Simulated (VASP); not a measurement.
Set up this calculation in VASP 6.6.1, as the native input.

```
Task                   : single point
Functional             : PBE
Dispersion             : D3(BJ)
Potentials or basis    : VASP PAW PBE potentials, release 64 (P)
Cutoff                 : 520 eV
k mesh                 : 18 × 18 × 18
Occupations            : gaussian, width 0.1 eV
Spin                   : no spin polarisation
Dipole correction      : no
Further INCAR settings : ALGO = Normal; EDIFF = 1e-07; NBANDS = 8
```

The structure of P lies in POSCAR:

```
P
1.0
    2.4227098463      0.0000000000      0.0000000000
    0.0000000000      2.4227098463      0.0000000000
    0.0000000000      0.0000000000      2.4227998508
P
1
Direct
    0.0000000000      0.0000000000      0.0000000000
```

These files were run (other wordings do the same):

INCAR

```
PREC     = Accurate       # precision mode
ENCUT    = 520            # plane-wave cutoff, eV
EDIFF    = 1E-7           # SCF threshold, eV
ISMEAR   = 0              # smearing method
SIGMA    = 0.1            # smearing width, eV
LREAL    = False          # projectors in reciprocal space
LASPH    = True           # aspherical terms in the spheres
NELM     = 80             # most SCF steps
ALGO     = Normal         # electronic algorithm
ISIF     = 2              # what is computed and relaxed
LWAVE    = False          # write WAVECAR
LCHARG   = False          # write CHGCAR
GGA      = PE             # functional
IVDW     = 12             # dispersion correction
NBANDS   = 8              # bands
```

KPOINTS

```
Automatic mesh
0
Gamma
  18 18 18
```

Potentials or basis: VASP PAW PBE potentials, release 64 (P).

The run is started by

```sh
$ cat potpaw_PBE.64/P/POTCAR > POTCAR
$ mpirun -np 1 vasp_std > vasp.out
```

It gave:

| Quantity | Value |
| --- | --- |
| Pressure | -2.4 GPa |
| Dispersion energy per atom | -0.497 eV |

Caveat: pairwise dispersion overbinds metals, which lowers pressure and volume.

Wall time 22 s on 1 thread of Intel(R) Xeon(R) Platinum 8488C (Sapphire Rapids), with other jobs on the host, peak memory 0.16 GiB.
